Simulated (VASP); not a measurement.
# Ru (P6_3/mmc) in VASP: a series of runs

The runs below take Ru through single point, with PBEsol.

Everything below comes from runs of VASP 6.6.1. Logs are shortened: lines on timing, memory, paths and dates and some standing lists are left out, and cuts for length are marked.

## (1) The cell of the first run

Symmetry: P6_3/mmc, No. 194, hexagonal system. Conventional cell: a = 2.657 Å, b = 2.657 Å, c = 4.186 Å, α = 90.00°, β = 90.00°, γ = 120.00°. Within 3.4 Å of Ru (site symmetry -6m2) lie 12 Ru at 2.59 to 2.66 Å.

## (2) Single point, PBEsol (volume scaled by 0.96)

INCAR

```
SYSTEM = Ru
  ALGO = Normal
  EDIFF = 1E-6
  ENCUT = 520
  GGA = PS
  ISIF = 2
  ISMEAR = -1
  LASPH = .TRUE.
  LCHARG = .TRUE.
  LELF = .TRUE.
  LREAL = .FALSE.
  LVHAR = .TRUE.
  LWAVE = .FALSE.
  NBANDS = 21
  NELM = 100
  PREC = Accurate
  SIGMA = 0.1
```

KPOINTS

```
k-points
0
G
  22 22 12
  0 0 0
```

POSCAR

```
Ru
1.0
    2.6568743225      0.0000000000      0.0000000000
   -1.3284371612      2.3009206580      0.0000000000
    0.0000000000      0.0000000000      4.1859144184
Ru
2
Direct
    0.3333333333      0.6666666667      0.2500000000
    0.6666666667      0.3333333333      0.7500000000
```

Potentials or basis: VASP PAW PBE potentials, release 64 (Ru_pv).

Started as:

```sh
> cat potpaw_PBE.64/Ru_pv/POTCAR > POTCAR
> mpirun -np 1 vasp_std > vasp.out
```

OUTCAR:

```text
SYSTEM = Ru
   EDIFF = 1E-6
   ENCUT = 520
   GGA = PS
   ISIF = 2
   ISMEAR = -1
   LASPH = .TRUE.
   LREAL = .FALSE.
   NELM = 100
   PREC = Accurate

 ion  position               nearest neighbor table
   1  0.333  0.667  0.250-   2 2.59   2 2.59   2 2.59   2 2.59   2 2.59   2 2.59
   2  0.667  0.333  0.750-   1 2.59   1 2.59   1 2.59   1 2.59   1 2.59   1 2.59

  LATTYP: Found a hexagonal cell.
 ALAT       =     2.6568743225
 C/A-ratio  =     1.5755033586

  Lattice vectors:

 A1 = (   2.6568743225,   0.0000000000,   0.0000000000)
 A2 = (  -1.3284371612,   2.3009206580,   0.0000000000)
 A3 = (   0.0000000000,   0.0000000000,   4.1859144184)

Analysis of symmetry for initial positions (statically):
=====================================================================
 Subroutine PRICEL returns:
 Original cell was already a primitive cell.

 Routine SETGRP: Setting up the symmetry group for a
 hexagonal supercell.

 Subroutine GETGRP returns: Found 24 space group operations
 (whereof 12 operations were pure point group operations)
 out of a pool of 24 trial point group operations.

The static configuration has the point symmetry D_3d.
 The point group associated with its full space group is D_6h.

Analysis of symmetry for dynamics (positions and initial velocities):
=====================================================================
 Subroutine PRICEL returns:
 Original cell was already a primitive cell.

 Routine SETGRP: Setting up the symmetry group for a
 hexagonal supercell.

 Subroutine GETGRP returns: Found 24 space group operations
 (whereof 12 operations were pure point group operations)
 out of a pool of 24 trial point group operations.

The dynamic configuration has the point symmetry D_3d.
 The point group associated with its full space group is D_6h.

 Subroutine INISYM returns: Found 24 space group operations
 (whereof 12 operations are pure point group operations),
 and found     1 'primitive' translations

----------------------------------------------------------------------------------------

                                     Primitive cell

  volume of cell :      25.5896

  direct lattice vectors                    reciprocal lattice vectors
     2.656874323  0.000000000  0.000000000     0.376382124  0.217304320  0.000000000
    -1.328437161  2.300920658  0.000000000     0.000000000  0.434608641  0.000000000
     0.000000000  0.000000000  4.185914418     0.000000000  0.000000000  0.238896427

  length of vectors
     2.656874323  2.656874323  4.185914418     0.434608641  0.434608641  0.238896427

  position of ions in fractional coordinates (direct lattice)
     0.333333333  0.666666667  0.250000000
     0.666666667  0.333333333  0.750000000

  ion indices of the primitive-cell ions
   primitive index   ion index
                 1           1
                 2           2

----------------------------------------------------------------------------------------

 KPOINTS: k-points

Automatic generation of k-mesh.
 Grid dimensions read from file:
 generate k-points for:   22   22   12

 Generating k-lattice:

  Cartesian coordinates                     Fractional coordinates (reciprocal lattice)
     0.017108278  0.009877469  0.000000000     0.045454545  0.000000000  0.000000000
     0.000000000  0.019754938  0.000000000     0.000000000  0.045454545  0.000000000
     0.000000000  0.000000000  0.019908036     0.000000000  0.000000000  0.083333333

  Length of vectors
     0.019754938  0.019754938  0.019908036

  Shift w.r.t. Gamma in fractional coordinates (k-lattice)
     0.000000000  0.000000000  0.000000000

 Subroutine IBZKPT returns following result:
 ===========================================

 Found    364 irreducible k-points:

 Following reciprocal coordinates:
            Coordinates               Weight
  0.000000  0.000000  0.000000      1.000000
  0.045455 -0.000000  0.000000      6.000000
  0.090909 -0.000000  0.000000      6.000000
  0.136364 -0.000000  0.000000      6.000000
  0.181818 -0.000000  0.000000      6.000000
  0.227273 -0.000000  0.000000      6.000000
[... 16 lines left out ...]
  0.090909  0.090909  0.000000      6.000000
  0.136364  0.090909  0.000000     12.000000
 [... further k-points ...]
   k-points           NKPTS =    364   k-points in BZ     NKDIM =    364   number of bands    NBANDS=     21
   number of dos      NEDOS =    301   number of ions     NIONS =      2
   total plane-waves  NPLWV =  12800
   dimension x,y,z NGX =    20 NGY =   20 NGZ =   32
   dimension x,y,z NGXF=    40 NGYF=   40 NGZF=   64
   ions per type =               2
   NGX,Y,Z   is equivalent  to a cutoff of  12.51, 12.51, 12.71 a.u.
   NGXF,Y,Z  is equivalent  to a cutoff of  25.03, 25.03, 25.42 a.u.
 SYSTEM =  Ru
   PREC   = accura    normal or accurate (medium, high low for compatibility)
   ISTART =      0    job   : 0-new  1-cont  2-samecut
   ICHARG =      2    charge: 1-file 2-atom 10-const
   ISPIN  =      1    spin polarized calculation?
   LNONCOLLINEAR =      F non collinear calculations
   LSORBIT =      F    spin-orbit coupling
   LASPH  =      T    aspherical Exc in radial PAW
   ENCUT  =  520.0 eV  38.22 Ry    6.18 a.u.   4.94  4.94  7.78*2*pi/ulx,y,z
   NELM   =    100;   NELMIN=  2; NELMDL= -5     # of ELM steps
   EDIFF  = 0.1E-05   stopping-criterion for ELM
   LREAL  =      F    real-space projection
   EDIFFG = 0.1E-04   stopping-criterion for IOM
   NSW    =      0    number of steps for IOM
   IBRION =     -1    ionic relax: 0-MD 1-quasi-New 2-CG
   NFREE  =      0    steps in history (QN), initial steepest desc. (CG)
   ISIF   =      2    stress and relaxation
   ISYM   =      2    0-nonsym 1-usesym 2-fastsym
   POTIM  = 0.5000    time-step for ionic-motion
   TEBEG  =    0.0;   TEEND  =   0.0 temperature during run
   PSTRESS=    0.0 pullay stress
   NELECT =      28.0000    total number of electrons
   NUPDOWN=      -1.0000    fix difference up-down
   EMIN   =  10.00;   EMAX   =-10.00  energy-range for DOS
   EFERMI =   0.00;   METHOD = LEGACY
   ISMEAR =    -1;   SIGMA  =   0.10  broadening in eV -4-tet -1-fermi 0-gaus
   EFERMI_NEDOS =   21; number of points for ismear=-14 and -15
   IALGO  =     38    algorithm
   IMIX   =      4    mixing-type and parameters
     AMIX     =   0.40;   BMIX     =  1.00
     AMIX_MAG =   1.60;   BMIX_MAG =  1.00
  volume/ion in A,a.u.               =      12.79        86.34
  Fermi-wavevector in a.u.,A,eV,Ry     =   1.686967  3.187905 38.720230  2.845857
  Thomas-Fermi vector in A             =   2.769537
   LORBIT       =      0    0 simple, 1 ext, 2 COOP (PROOUT), +10 PAW based schemes
   GGA     = PS    functional components
   LHFCALC =     F    Hartree Fock is set to
   AEXX    =    0.0000 exact exchange contribution
   IVDW    =     0    specifies the selected vdW correction
   LEPSILON=     F    determine dielectric tensor
   LRPA    =     F    only Hartree local field effects (RPA)
 non-spin polarized calculation
  energy-cutoff  :      520.00
  volume of cell :       25.59
 maximum number of plane-waves:       704
 NGX is ok and might be reduce to    20
   NGX =  9   NGY =  9   NGZ = 15

 number of electron      27.9999993 magnetization

 Free energy of the ion-electron system (eV)
  ---------------------------------------------------
  ext. energy  EPLUGINS =         0.00000000
  ---------------------------------------------------
  free energy    TOTEN  =       -20.31887910 eV

  energy without entropy =      -20.27228397  energy(sigma->0) =      -20.29558153

 E-fermi :  13.8269     XC(G=0): -14.6511

 val. band max:       13.8249985429   @ k =   0.1818   0.1364   0.1667
 cond. band min:      13.8320708281   @ k =   0.2727  -0.0000   0.3333
 fundamental gap:      0.0070722852
 Fermi energy:        13.8268684198

 k-point     1 :       0.0000    0.0000    0.0000
  band No.  band energies     occupation
      1     -30.0411      2.00000
      2     -28.8997      2.00000
      3     -28.8997      2.00000
      4     -28.6897      2.00000
      5     -28.6897      2.00000
      6     -28.6326      2.00000
[... 13 lines left out ...]
     20      24.0279      0.00000
     21      24.9167      0.00000

 k-point     2 :       0.0455   -0.0000    0.0000
  band No.  band energies     occupation
      1     -30.0324      2.00000
      2     -28.9181      2.00000
      3     -28.9060      2.00000
      4     -28.7090      2.00000
      5     -28.6921      2.00000
      6     -28.6367      2.00000
[... 13 lines left out ...]
     20      24.0279      0.00000
     21      24.9055      0.00000

 k-point     3 :       0.0909   -0.0000    0.0000
  band No.  band energies     occupation
      1     -30.0069      2.00000
      2     -28.9720      2.00000
      3     -28.9241      2.00000
      4     -28.7650      2.00000
      5     -28.6992      2.00000
      6     -28.6489      2.00000
[... 13 lines left out ...]
     20      24.0279      0.00000
     21      24.8677      0.00000

 k-point     4 :       0.1364   -0.0000    0.0000
  band No.  band energies     occupation
      1     -29.9653      2.00000
      2     -29.0569      2.00000
      3     -28.9522      2.00000
      4     -28.8521      2.00000
      5     -28.7109      2.00000
      6     -28.6693      2.00000
[... 13 lines left out ...]
     20      24.0278      0.00000
     21      24.7960      0.00000

 k-point     5 :       0.1818   -0.0000    0.0000
  band No.  band energies     occupation
      1     -29.9096      2.00000
      2     -29.1659      2.00000
      3     -28.9872      2.00000
      4     -28.9618      2.00000
      5     -28.7267      2.00000
      6     -28.6978      2.00000
[... 13 lines left out ...]
     20      24.0277      0.00000
     21      24.6900      0.00000
[... 382 lines left out ...]
     20      24.0263      0.00000
     21      25.2155      0.00000

 k-point    22 :       0.4545    0.0455    0.0000
  band No.  band energies     occupation
      1     -29.7966      2.00000
      2     -29.5580      2.00000
      3     -29.4509      2.00000
      4     -29.1895      2.00000
      5     -28.9941      2.00000
      6     -28.8417      2.00000
[... 13 lines left out ...]
     20      24.0251      0.00000
     21      25.4171      0.00000

 k-point    23 :       0.0909    0.0909    0.0000
  band No.  band energies     occupation
      1     -29.9411      2.00000
      2     -29.0890      2.00000
      3     -29.0055      2.00000
      4     -28.8683      2.00000
      5     -28.7291      2.00000
      6     -28.6815      2.00000
[... 13 lines left out ...]
     20      24.0278      0.00000
     21      24.7551      0.00000

 k-point    24 :       0.1364    0.0909    0.0000
  band No.  band energies     occupation
      1     -29.8863      2.00000
      2     -29.1816      2.00000
      3     -29.0859      2.00000
      4     -28.9294      2.00000
      5     -28.7531      2.00000
      6     -28.7101      2.00000
[... 13 lines left out ...]
     20      24.0277      0.00000
     21      24.6599      0.00000

 [... further k-points ...]
[... 5 lines left out ...]
  --------------------------------------------------------------------------------------
  -------------------------------------------------------------------------------------
  Total        2.3878300      2.3878300      2.7166900      0.0000000     -0.0000000      0.0000000
  in kB      149.5033717    149.5033717    170.0934771      0.0000000     -0.0000000      0.0000000
  external PRESSURE =     156.3667401 kB  Pullay stress =       0.0000000 kB

 VOLUME and BASIS-vectors are now :
 -----------------------------------------------------------------------------
  energy-cutoff  :      520.00
  volume of cell :       25.59
      direct lattice vectors                 reciprocal lattice vectors
     2.656874323  0.000000000  0.000000000     0.376382124  0.217304320  0.000000000
    -1.328437161  2.300920658  0.000000000     0.000000000  0.434608641  0.000000000
     0.000000000  0.000000000  4.185914418     0.000000000  0.000000000  0.238896427

 POSITION                                       TOTAL-FORCE (eV/Angst)
 -----------------------------------------------------------------------------------
     -0.00000      1.53395      1.04648         0.000000     -0.000000      0.000000
      1.32844      0.76697      3.13944        -0.000000      0.000000      0.000000
 -----------------------------------------------------------------------------------
    total drift:                               -0.000000      0.000000     -0.000000

  FREE ENERGIE OF THE ION-ELECTRON SYSTEM (eV)
  ---------------------------------------------------
  free  energy   TOTEN  =       -20.3188790956 eV

  energy  without entropy=      -20.2722839713  energy(sigma->0) =      -20.29558153
```

Run time: 49 s. Hardware: 1 thread of Intel Xeon 6975P-C (Granite Rapids), shared host; peak memory 0.26 GiB.

What came out:

| Quantity | Value |
| --- | --- |
| Free energy | -20.3189 eV |
| Pressure | 15.6 GPa |
| Band gap on the k mesh | zero (band 14 reaches 15.58 eV, above the bottom of band 15 at 12.05 eV) |

Stress tensor (GPa, compression positive):
```
14.95  0.00  0.00
 0.00 14.95  0.00
 0.00  0.00 17.01
```

Caveat: the cell differs from its parent crystal (volume scaled by 0.96); the PAW data sets were made with another functional, which shifts forces and pressure a little.

## (3) Single point, PBEsol

This run uses another cell than the first one, of 13.33 Å³/atom, 1.042 times its volume.

INCAR

```
SYSTEM = Ru
PREC = Accurate
ENCUT = 520
EDIFF = 1E-7
ISMEAR = -1
SIGMA = 0.1
LREAL = .False.
LASPH = .True.
NELM = 60
ALGO = Normal
ISIF = 2
LWAVE = .False.
LCHARG = .True.
GGA = PS
LELF = .True.
LVHAR = .True.
NBANDS = 21
```

KPOINTS

```
regular mesh
0
Gamma
  22 22 12
  0 0 0
```

POSCAR

```
Ru
1.0
    2.6932743844      0.0000000000      0.0000000000
   -1.3466371922      2.3324440363      0.0000000000
    0.0000000000      0.0000000000      4.2432628382
Ru
2
Direct
    0.3333333333      0.6666666667      0.2500000000
    0.6666666667      0.3333333333      0.7500000000
```

Potentials or basis: VASP PAW PBE potentials, release 64 (Ru_pv).

Started as:

```sh
> cat potpaw_PBE.64/Ru_pv/POTCAR > POTCAR
> mpirun -np 1 vasp_std > vasp.out
```

OUTCAR:

```text
SYSTEM = Ru
   PREC = Accurate
   ENCUT = 520
   EDIFF = 1E-7
   ISMEAR = -1
   LREAL = .False.
   LASPH = .True.
   NELM = 60
   ISIF = 2
   GGA = PS

 ion  position               nearest neighbor table
   1  0.333  0.667  0.250-   2 2.63   2 2.63   2 2.63   2 2.63   2 2.63   2 2.63
   2  0.667  0.333  0.750-   1 2.63   1 2.63   1 2.63   1 2.63   1 2.63   1 2.63

  LATTYP: Found a hexagonal cell.
 ALAT       =     2.6932743844
 C/A-ratio  =     1.5755033586

  Lattice vectors:

 A1 = (   2.6932743844,   0.0000000000,   0.0000000000)
 A2 = (  -1.3466371922,   2.3324440363,   0.0000000000)
 A3 = (   0.0000000000,   0.0000000000,   4.2432628382)

Analysis of symmetry for initial positions (statically):
=====================================================================
 Subroutine PRICEL returns:
 Original cell was already a primitive cell.

 Routine SETGRP: Setting up the symmetry group for a
 hexagonal supercell.

 Subroutine GETGRP returns: Found 24 space group operations
 (whereof 12 operations were pure point group operations)
 out of a pool of 24 trial point group operations.

The static configuration has the point symmetry D_3d.
 The point group associated with its full space group is D_6h.

Analysis of symmetry for dynamics (positions and initial velocities):
=====================================================================
 Subroutine PRICEL returns:
 Original cell was already a primitive cell.

 Routine SETGRP: Setting up the symmetry group for a
 hexagonal supercell.

 Subroutine GETGRP returns: Found 24 space group operations
 (whereof 12 operations were pure point group operations)
 out of a pool of 24 trial point group operations.

The dynamic configuration has the point symmetry D_3d.
 The point group associated with its full space group is D_6h.

 Subroutine INISYM returns: Found 24 space group operations
[... 104 lines left out ...]
   ISYM   =      2    0-nonsym 1-usesym 2-fastsym
   POTIM  = 0.5000    time-step for ionic-motion
   TEBEG  =    0.0;   TEEND  =   0.0 temperature during run
   PSTRESS=    0.0 pullay stress
   NELECT =      28.0000    total number of electrons
   NUPDOWN=      -1.0000    fix difference up-down
   EMIN   =  10.00;   EMAX   =-10.00  energy-range for DOS
   EFERMI =   0.00;   METHOD = LEGACY
   ISMEAR =    -1;   SIGMA  =   0.10  broadening in eV -4-tet -1-fermi 0-gaus
   EFERMI_NEDOS =   21; number of points for ismear=-14 and -15
   IALGO  =     38    algorithm
   IMIX   =      4    mixing-type and parameters
     AMIX     =   0.40;   BMIX     =  1.00
     AMIX_MAG =   1.60;   BMIX_MAG =  1.00
  volume/ion in A,a.u.               =      13.33        89.94
  Fermi-wavevector in a.u.,A,eV,Ry     =   1.664167  3.144820 37.680682  2.769452
  Thomas-Fermi vector in A             =   2.750758
   LORBIT       =      0    0 simple, 1 ext, 2 COOP (PROOUT), +10 PAW based schemes
   GGA     = PS    functional components
   LHFCALC =     F    Hartree Fock is set to
   AEXX    =    0.0000 exact exchange contribution
   IVDW    =     0    specifies the selected vdW correction
   LEPSILON=     F    determine dielectric tensor
   LRPA    =     F    only Hartree local field effects (RPA)
 non-spin polarized calculation
  energy-cutoff  :      520.00
  volume of cell :       26.66
 maximum number of plane-waves:       733
 NGX is ok and might be reduce to    20
   NGX =  9   NGY =  9   NGZ = 15

 number of electron      27.9999997 magnetization

 Free energy of the ion-electron system (eV)
  ---------------------------------------------------
  ext. energy  EPLUGINS =         0.00000000
  ---------------------------------------------------
  free energy    TOTEN  =       -20.36941721 eV

  energy without entropy =      -20.31950489  energy(sigma->0) =      -20.34446105

 E-fermi :  13.0508     XC(G=0): -14.3956

 val. band max:       13.0481108020   @ k =   0.4091   0.0455   0.5000
 cond. band min:      13.0508809719   @ k =   0.1818   0.1364   0.1667
 fundamental gap:      0.0027701699
 Fermi energy:        13.0507810651

 k-point     1 :       0.0000    0.0000    0.0000
  band No.  band energies     occupation
      1     -30.6418      2.00000
      2     -29.6426      2.00000
      3     -29.6426      2.00000
      4     -29.4572      2.00000
      5     -29.4572      2.00000
      6     -29.4081      2.00000
[... 565 lines left out ...]
     20      23.2967      0.00000
     21      23.4487      0.00000

 [... further k-points ...]
[... 5 lines left out ...]
  --------------------------------------------------------------------------------------
  -------------------------------------------------------------------------------------
  Total       -0.0672423     -0.0672423      0.0899038      0.0000000      0.0000000      0.0000000
  in kB       -4.0416767     -4.0416767      5.4037698      0.0000000      0.0000000      0.0000000
  external PRESSURE =      -0.8931945 kB  Pullay stress =       0.0000000 kB

 VOLUME and BASIS-vectors are now :
 -----------------------------------------------------------------------------
  energy-cutoff  :      520.00
  volume of cell :       26.66
      direct lattice vectors                 reciprocal lattice vectors
     2.693274384  0.000000000  0.000000000     0.371295255  0.214367416  0.000000000
    -1.346637192  2.332444036  0.000000000     0.000000000  0.428734831  0.000000000
     0.000000000  0.000000000  4.243262838     0.000000000  0.000000000  0.235667702

 POSITION                                       TOTAL-FORCE (eV/Angst)
 -----------------------------------------------------------------------------------
     -0.00000      1.55496      1.06082         0.000000      0.000000      0.000000
      1.34664      0.77748      3.18245        -0.000000     -0.000000      0.000000
 -----------------------------------------------------------------------------------
    total drift:                                0.000000     -0.000000      0.000000

  FREE ENERGIE OF THE ION-ELECTRON SYSTEM (eV)
  ---------------------------------------------------
  free  energy   TOTEN  =       -20.3694172082 eV

  energy  without entropy=      -20.3195048882  energy(sigma->0) =      -20.34446105
```

Run time: 57 s. Hardware: 1 thread of Intel Xeon 6975P-C (Granite Rapids), shared host; peak memory 0.26 GiB.

What came out:

```yaml
Free_energy: -20.3694 eV
Pressure: -0.1 GPa
Band_gap_on_the_k_mesh: zero (band 14 reaches 14.69 eV, above the bottom of band 15 at 11.38 eV)
```

Stress tensor (GPa, compression positive):
```
-0.40  0.00  0.00
 0.00 -0.40  0.00
 0.00  0.00  0.54
```

Caveat: the PAW data sets were made with another functional, which shifts forces and pressure a little.

(Part 1 of 2 ends here.)
